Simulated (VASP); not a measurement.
A run of VASP 6.6.1:

File POSCAR:

```
TiAl
1.0
    2.8941377061      0.0000000000      0.0000000000
    0.0000000000      2.8941377061      0.0000000000
    0.0000000000      0.0000000000      3.9925834856
Ti Al
1 1
Direct
    0.5000000000      0.5000000000      0.5000000000
    0.0000000000      0.0000000000      0.0000000000
```

The input INCAR.step1:

```
  ALGO = Normal
  EDIFF = 1E-4
  ENCUT = 520
  GGA = PE
  ISMEAR = 0
  LASPH = True
  LCHARG = False
  LREAL = False
  LWAVE = True
  NBANDS = 14
  NELM = 60
  PREC = Accurate
  SIGMA = 0.1
```

Contents of INCAR.step2:

```
  ALGO = Normal
  EDIFF = 1E-7
  ENCUT = 520
  ISIF = 2
  ISMEAR = 0
  ISTART = 1
  LASPH = True
  LCHARG = True
  LELF = True
  LMIXTAU = True
  LREAL = False
  LVHAR = True
  LWAVE = False
  METAGGA = R2SCAN
  NBANDS = 14
  NELM = 60
  PREC = Accurate
  SIGMA = 0.1
```

The input KPOINTS:

```
k-points
0
Gamma
  18 18 14
```

Potentials or basis: VASP PAW PBE potentials, release 64 (Ti_sv, Al).

Command:

```bash
$ cat potpaw_PBE.64/Ti_sv/POTCAR potpaw_PBE.64/Al/POTCAR > POTCAR
$ cp INCAR.step1 INCAR
$ mpirun -np 1 vasp_std > vasp.out
$ cp INCAR.step2 INCAR
$ mpirun -np 1 vasp_std > vasp.out
```

Hardware: 1 thread of Intel(R) Xeon(R) Platinum 8259CL CPU @ 2.50GHz (Skylake/Cascade Lake), with other jobs on the host.

Q: How long does it take, and how much memory?

A: It took 8.9 min on 1 thread of Intel(R) Xeon(R) Platinum 8259CL CPU @ 2.50GHz (Skylake/Cascade Lake) (shared host), peak memory 0.33 GiB. Counts: k points 440.
